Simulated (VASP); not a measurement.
A run of VASP 6.6.1 is set up as follows.

Contents of INCAR:

```
ALGO = Normal
EDIFF = 1E-6
ENCUT = 520
GGA = PE
ISIF = 2
ISMEAR = 0
LASPH = T
LCHARG = T
LELF = T
LREAL = F
LVHAR = T
LWAVE = F
NBANDS = 18
NELM = 100
PREC = Accurate
SIGMA = 0.1
```

The input KPOINTS:

```
k-points
0
Gamma
  6 6 2
```

File POSCAR:

```
ScAl3
1.0
    3.0106163601     -0.0000000030      0.0000000000
   -1.5053081774      2.6072702504      0.0000000000
    0.0000000000      0.0000000000      9.4350894376
Sc Al
1 3
Direct
    0.6666666667      0.3333333333      0.0000000000
    0.3333333333      0.6666666667      0.7414128725
    0.3333333333      0.6666666667      0.2585871275
    0.6666666667      0.3333333333      0.5000000000
```

Potentials or basis: VASP PAW PBE potentials, release 64 (Sc_sv, Al).

Run with:

```sh
$ cat potpaw_PBE.64/Sc_sv/POTCAR potpaw_PBE.64/Al/POTCAR > POTCAR
$ mpirun -np 1 vasp_std > vasp.out
```

Estimate the largest force.

0.026 eV/Å.

Estimate the band gap on the k mesh.

zero (band 10 reaches 7.86 eV, above the bottom of band 11 at 5.49 eV).

What does it give for the pressure?

-0.1 GPa.

Stress tensor (GPa, compression positive):
```
 0.00  0.00  0.00
 0.00  0.00  0.00
 0.00  0.00 -0.31
```

Caveat: the k points lie up to 0.40 Å⁻¹ apart.
